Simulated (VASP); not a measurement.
# Al (P6_3/mmc) in VASP: a series of runs

Al is run at these levels: LDA; tasks: single point.

All numbers are computed with VASP 6.6.1; they aren't measurements. Logs are shortened: lines on timing, memory, paths and dates and some standing lists are left out, and cuts for length are marked.

## (1) The cell of the first run

Symmetry: P6_3/mmc, No. 194, hexagonal system. Conventional cell: a = 2.950 Å, b = 2.950 Å, c = 4.686 Å, α = 90.00°, β = 90.00°, γ = 120.00°. Al (site symmetry -6m2) has 12 Al at 2.90 to 2.95 Å within 3.8 Å.

This isn't the form of Al at room conditions, which is fcc.

## (2) Single point, LDA

INCAR

```
SYSTEM = Al
ALGO = Normal ; EDIFF = 1E-6
ENCUT = 520 ; ISIF = 2
ISMEAR = 0 ; LASPH = .True.
LCHARG = .False. ; LREAL = .False.
LWAVE = .False. ; NBANDS = 10
NELM = 60 ; PREC = Accurate
SIGMA = 0.15
```

KPOINTS

```
k-points
0
Gamma
  18 18 10
  0 0 0
```

POSCAR

```
Al
1.0
    2.9496000000      0.0000000000      0.0000000000
   -1.4748000000      2.5544285310      0.0000000000
    0.0000000000      0.0000000000      4.6862330202
Al
2
Direct
    0.6666666667      0.3333333333      0.7500000000
    0.3333333333      0.6666666667      0.2500000000
```

Potentials or basis: VASP PAW LDA potentials, release 64 (Al).

The run is started by

```bash
cat potpaw_LDA.64/Al/POTCAR > POTCAR
mpirun -np 1 vasp_std > vasp.out
```

OUTCAR:

```text
SYSTEM = Al
   EDIFF = 1E-6
   ENCUT = 520
   ISIF = 2
   ISMEAR = 0
   LASPH = .True.
   LREAL = .False.
   NELM = 60
   PREC = Accurate

 ion  position               nearest neighbor table
   1  0.667  0.333  0.750-   2 2.90   2 2.90   2 2.90   2 2.90   2 2.90   2 2.90
   2  0.333  0.667  0.250-   1 2.90   1 2.90   1 2.90   1 2.90   1 2.90   1 2.90

  LATTYP: Found a hexagonal cell.
 ALAT       =     2.9496000000
 C/A-ratio  =     1.5887689925

  Lattice vectors:

 A1 = (   2.9496000000,   0.0000000000,   0.0000000000)
 A2 = (  -1.4748000000,   2.5544285310,   0.0000000000)
 A3 = (   0.0000000000,   0.0000000000,   4.6862330202)

Analysis of symmetry for initial positions (statically):
=====================================================================
 Subroutine PRICEL returns:
 Original cell was already a primitive cell.

 Routine SETGRP: Setting up the symmetry group for a
 hexagonal supercell.

 Subroutine GETGRP returns: Found 24 space group operations
 (whereof 12 operations were pure point group operations)
 out of a pool of 24 trial point group operations.

The static configuration has the point symmetry D_3d.
 The point group associated with its full space group is D_6h.

Analysis of symmetry for dynamics (positions and initial velocities):
=====================================================================
 Subroutine PRICEL returns:
 Original cell was already a primitive cell.

 Routine SETGRP: Setting up the symmetry group for a
 hexagonal supercell.

 Subroutine GETGRP returns: Found 24 space group operations
 (whereof 12 operations were pure point group operations)
 out of a pool of 24 trial point group operations.

The dynamic configuration has the point symmetry D_3d.
 The point group associated with its full space group is D_6h.

 Subroutine INISYM returns: Found 24 space group operations
 (whereof 12 operations are pure point group operations),
 and found     1 'primitive' translations

----------------------------------------------------------------------------------------

                                     Primitive cell

  volume of cell :      35.3086

  direct lattice vectors                    reciprocal lattice vectors
     2.949600000  0.000000000  0.000000000     0.339029021  0.195738496  0.000000000
    -1.474800000  2.554428531  0.000000000     0.000000000  0.391476993  0.000000000
     0.000000000  0.000000000  4.686233020     0.000000000  0.000000000  0.213391011

  length of vectors
     2.949600000  2.949600000  4.686233020     0.391476993  0.391476993  0.213391011

[... 83 lines left out ...]
   NSW    =      0    number of steps for IOM
   IBRION =     -1    ionic relax: 0-MD 1-quasi-New 2-CG
   NFREE  =      0    steps in history (QN), initial steepest desc. (CG)
   ISIF   =      2    stress and relaxation
   ISYM   =      2    0-nonsym 1-usesym 2-fastsym
   POTIM  = 0.5000    time-step for ionic-motion
   TEBEG  =    0.0;   TEEND  =   0.0 temperature during run
   PSTRESS=    0.0 pullay stress
   NELECT =       6.0000    total number of electrons
   NUPDOWN=      -1.0000    fix difference up-down
   EMIN   =  10.00;   EMAX   =-10.00  energy-range for DOS
   EFERMI =   0.00;   METHOD = LEGACY
   ISMEAR =     0;   SIGMA  =   0.15  broadening in eV -4-tet -1-fermi 0-gaus
   EFERMI_NEDOS =   21; number of points for ismear=-14 and -15
   IALGO  =     38    algorithm
   IMIX   =      4    mixing-type and parameters
     AMIX     =   0.40;   BMIX     =  1.00
     AMIX_MAG =   1.60;   BMIX_MAG =  1.00
  volume/ion in A,a.u.               =      17.65       119.14
  Fermi-wavevector in a.u.,A,eV,Ry     =   0.906772  1.713552 11.187204  0.822236
  Thomas-Fermi vector in A             =   2.030500
   LORBIT       =      0    0 simple, 1 ext, 2 COOP (PROOUT), +10 PAW based schemes
   GGA     = CA    functional components
   LHFCALC =     F    Hartree Fock is set to
   AEXX    =    0.0000 exact exchange contribution
   IVDW    =     0    specifies the selected vdW correction
   LEPSILON=     F    determine dielectric tensor
   LRPA    =     F    only Hartree local field effects (RPA)
 non-spin polarized calculation
 Gauss-broadening in eV      SIGMA  =   0.15
  energy-cutoff  :      520.00
  volume of cell :       35.31
 maximum number of plane-waves:       980
 NGX is ok and might be reduce to    24
   NGX = 11   NGY = 11   NGZ = 17

 number of electron       6.0000000 magnetization

 Free energy of the ion-electron system (eV)
  ---------------------------------------------------
  ext. energy  EPLUGINS =         0.00000000
  ---------------------------------------------------
  free energy    TOTEN  =        -8.23792941 eV

  energy without entropy =       -8.22640265  energy(sigma->0) =       -8.23216603

 E-fermi :   7.0915     XC(G=0): -10.0966

 val. band max:        7.0863603800   @ k =   0.3889   0.2222   0.2000
 cond. band min:       7.1062854336   @ k =   0.2222   0.2222   0.2000
 fundamental gap:      0.0199250536
 Fermi energy:         7.0915285145

 k-point     1 :       0.0000    0.0000    0.0000
  band No.  band energies     occupation
      1      -3.5381      2.00000
      2       2.9683      2.00000
      3       3.1251      2.00000
      4      16.5678      0.00000
      5      16.5678      0.00000
      6      17.3232      0.00000
      7      17.3232      0.00000
      8      19.1169      0.00000
      9      19.9902      0.00000
     10      21.0154      0.00000
[... 287 lines left out ...]
 k-point    24 :       0.3889    0.1111    0.0000
  band No.  band energies     occupation
      1       1.0578      2.00000
      2       3.4917      2.00000
      3       7.2365      0.17181
      4       7.6301      0.00000
      5       9.2792      0.00000
      6       9.7824      0.00000
      7      10.3456      0.00000
      8      15.6706      0.00000
      9      15.7276      0.00000
     10      16.5757      0.00000

 [... further k-points ...]
[... 5 lines left out ...]
  --------------------------------------------------------------------------------------
  -------------------------------------------------------------------------------------
  Total       -1.5067352     -1.5067352     -1.2075488      0.0000000      0.0000000      0.0000000
  in kB      -68.3701866    -68.3701866    -54.7941896      0.0000000      0.0000000      0.0000000
  external PRESSURE =     -63.8448543 kB  Pullay stress =       0.0000000 kB

 VOLUME and BASIS-vectors are now :
 -----------------------------------------------------------------------------
  energy-cutoff  :      520.00
  volume of cell :       35.31
      direct lattice vectors                 reciprocal lattice vectors
     2.949600000  0.000000000  0.000000000     0.339029021  0.195738496  0.000000000
    -1.474800000  2.554428531  0.000000000     0.000000000  0.391476993  0.000000000
     0.000000000  0.000000000  4.686233020     0.000000000  0.000000000  0.213391011

 POSITION                                       TOTAL-FORCE (eV/Angst)
 -----------------------------------------------------------------------------------
      1.47480      0.85148      3.51467        -0.000000      0.000000      0.000000
     -0.00000      1.70295      1.17156         0.000000     -0.000000      0.000000
 -----------------------------------------------------------------------------------
    total drift:                               -0.000000      0.000000     -0.000000

  FREE ENERGIE OF THE ION-ELECTRON SYSTEM (eV)
  ---------------------------------------------------
  free  energy   TOTEN  =        -8.2379294064 eV

  energy  without entropy=       -8.2264026526  energy(sigma->0) =       -8.23216603
```

OSZICAR:

```text
N       E                     dE             d eps       ncg     rms          rms(c)
DAV:   1    -0.106260865637E+01   -0.10626E+01   -0.22557E+03  4440   0.466E+02
DAV:   2    -0.813214821025E+01   -0.70695E+01   -0.67796E+01  5854   0.525E+01
DAV:   3    -0.829562807045E+01   -0.16348E+00   -0.16078E+00  5840   0.637E+00
DAV:   4    -0.829621507560E+01   -0.58701E-03   -0.58696E-03  5412   0.439E-01
DAV:   5    -0.829621803748E+01   -0.29619E-05   -0.29626E-05  5374   0.316E-02    0.173E+00
DAV:   6    -0.826048236831E+01    0.35736E-01   -0.63477E-03  5010   0.356E-01    0.973E-01
DAV:   7    -0.823806641865E+01    0.22416E-01   -0.14556E-02  4794   0.527E-01    0.175E-01
DAV:   8    -0.823792970434E+01    0.13671E-03   -0.13495E-04  6100   0.665E-02    0.162E-02
DAV:   9    -0.823792940641E+01    0.29793E-06   -0.65779E-07  4956   0.484E-03
   1 F= -.82379294E+01 E0= -.82321660E+01  d E =-.115268E-01
```

stdout:

```text
POSCAR found type information on POSCAR Al
 POSCAR found :  1 types and       2 ions
 scaLAPACK will be used
 LDA part: xc-table for (Slater(with rela. corr.)+CA(PZ))
 , standard interpolation
 POSCAR, INCAR and KPOINTS ok, starting setup
 FFT: planning ... GRIDC
 FFT: planning ... GRID_SOFT
 FFT: planning ... GRID
 WAVECAR not read
 entering main loop
```

It took 58 s on 1 thread of Intel Xeon 8259CL, shared host; peak memory 0.18 GiB.

What came out:

```yaml
Free_energy: -8.2379 eV
Pressure: -6.4 GPa
Band_gap_on_the_k_mesh: zero (bands 3 and 4 overlap by 7.56 eV)
```

Stress tensor (GPa, compression positive):
```
-6.84  0.00  0.00
 0.00 -6.84  0.00
 0.00  0.00 -5.48
```

Caveat: the cell stands under tension.

## (3) Single point, LDA

This run uses another cell than the first one, of 17.75 Å³/atom.

INCAR

```
SYSTEM = Al
PREC = Accurate ; ENCUT = 520
EDIFF = 1E-6 ; ISMEAR = 0
SIGMA = 0.15 ; LREAL = .False.
LASPH = .True. ; NELM = 100
ALGO = Normal ; ISIF = 2
LWAVE = .False. ; LCHARG = .False.
GGA = CA ; NBANDS = 10
```

KPOINTS

```
regular mesh
0
Gamma
  18 18 10
  0 0 0
```

POSCAR

```
Al
1.0
    2.8865000000      0.0000000000      0.0000000000
   -1.4432500000      2.4997823280      0.0000000000
    0.0000000000      0.0000000000      4.9205000000
Al
2
Direct
    0.6666666667      0.3333333333      0.7500000000
    0.3333333333      0.6666666667      0.2500000000
```

Potentials or basis: VASP PAW LDA potentials, release 64 (Al).

The run is started by

```bash
cat potpaw_LDA.64/Al/POTCAR > POTCAR
mpirun -np 1 vasp_std > vasp.out
```

OUTCAR:

```text
SYSTEM = Al
   PREC = Accurate
   ENCUT = 520
   EDIFF = 1E-6
   ISMEAR = 0
   LREAL = .False.
   LASPH = .True.
   NELM = 100
   ISIF = 2
   GGA = CA

 ion  position               nearest neighbor table
   1  0.667  0.333  0.750-   2 2.97   2 2.97   2 2.97   2 2.97   2 2.97   2 2.97
   2  0.333  0.667  0.250-   1 2.97   1 2.97   1 2.97   1 2.97   1 2.97   1 2.97

  LATTYP: Found a hexagonal cell.
 ALAT       =     2.8865000000
 C/A-ratio  =     1.7046596224

  Lattice vectors:

 A1 = (   2.8865000000,   0.0000000000,   0.0000000000)
 A2 = (  -1.4432500000,   2.4997823280,   0.0000000000)
[... 493 lines left out ...]
      7      10.3534      0.00000
      8      15.3586      0.00000
      9      15.9570      0.00000
     10      17.3349      0.00000

 [... further k-points ...]
[... 5 lines left out ...]
  --------------------------------------------------------------------------------------
  -------------------------------------------------------------------------------------
  Total       -1.4781767     -1.4781767     -1.4621743      0.0000000      0.0000000      0.0000000
  in kB      -66.7043159    -66.7043159    -65.9821923      0.0000000      0.0000000      0.0000000
  external PRESSURE =     -66.4636080 kB  Pullay stress =       0.0000000 kB

 VOLUME and BASIS-vectors are now :
 -----------------------------------------------------------------------------
  energy-cutoff  :      520.00
  volume of cell :       35.50
      direct lattice vectors                 reciprocal lattice vectors
     2.886500000  0.000000000  0.000000000     0.346440326  0.200017415  0.000000000
    -1.443250000  2.499782328  0.000000000     0.000000000  0.400034831  0.000000000
     0.000000000  0.000000000  4.920500000     0.000000000  0.000000000  0.203231379

 POSITION                                       TOTAL-FORCE (eV/Angst)
 -----------------------------------------------------------------------------------
      1.44325      0.83326      3.69037        -0.000000      0.000000      0.000000
     -0.00000      1.66652      1.23012         0.000000      0.000000      0.000000
 -----------------------------------------------------------------------------------
    total drift:                                0.000000     -0.000000     -0.000000

  FREE ENERGIE OF THE ION-ELECTRON SYSTEM (eV)
  ---------------------------------------------------
  free  energy   TOTEN  =        -8.2330507480 eV

  energy  without entropy=       -8.2223076035  energy(sigma->0) =       -8.22767918
```

OSZICAR:

```text
N       E                     dE             d eps       ncg     rms          rms(c)
DAV:   1    -0.687013580536E+00   -0.68701E+00   -0.23005E+03  4440   0.470E+02
DAV:   2    -0.813098044919E+01   -0.74440E+01   -0.71818E+01  5904   0.537E+01
DAV:   3    -0.828953083969E+01   -0.15855E+00   -0.15749E+00  5866   0.627E+00
DAV:   4    -0.829016542694E+01   -0.63459E-03   -0.63453E-03  5370   0.453E-01
DAV:   5    -0.829016870620E+01   -0.32793E-05   -0.32791E-05  5392   0.340E-02    0.172E+00
DAV:   6    -0.825515718432E+01    0.35012E-01   -0.63070E-03  4994   0.354E-01    0.969E-01
DAV:   7    -0.823319290675E+01    0.21964E-01   -0.14320E-02  4836   0.522E-01    0.173E-01
DAV:   8    -0.823305102732E+01    0.14188E-03   -0.14242E-04  6144   0.673E-02    0.157E-02
DAV:   9    -0.823305074802E+01    0.27930E-06   -0.65923E-07  4844   0.490E-03
   1 F= -.82330507E+01 E0= -.82276792E+01  d E =-.107431E-01
```

stdout:

```text
POSCAR found type information on POSCAR Al
 POSCAR found :  1 types and       2 ions
 scaLAPACK will be used
 LDA part: xc-table for (Slater(with rela. corr.)+CA(PZ))
 , standard interpolation
 POSCAR, INCAR and KPOINTS ok, starting setup
 FFT: planning ... GRIDC
 FFT: planning ... GRID_SOFT
 FFT: planning ... GRID
 WAVECAR not read
 entering main loop
```

Wall time 69 s (1 thread of Intel Xeon 8259CL, shared host); peak memory 0.18 GiB.

Results:

* Free energy: -8.2331 eV
* Pressure: -6.6 GPa
* Band gap on the k mesh: zero (bands 3 and 4 overlap by 6.71 eV)

Levels at points of the mesh, in eV from the Fermi level:
```tsv
k point	band 1	band 2	band 3	band 4	band 5	band 6	band 7	band 8
(0.00, 0.00, 0.00)	-10.58	-4.78	-4.42	10.54	10.54	11.07	11.07	11.14
(0.50, 0.00, 0.00)	-4.91	-4.67	0.64	0.66	1.23	1.62	5.72	7.24
(0.00, 0.00, 0.50)	-9.07	-9.07	2.56	2.56	11.76	11.76	11.76	11.76
(0.50, 0.00, 0.50)	-3.59	-3.59	-3.04	-3.04	7.03	7.03	7.38	7.38
```

Caveat: the cell stands under tension.

(Continued in part 2 of 2.)
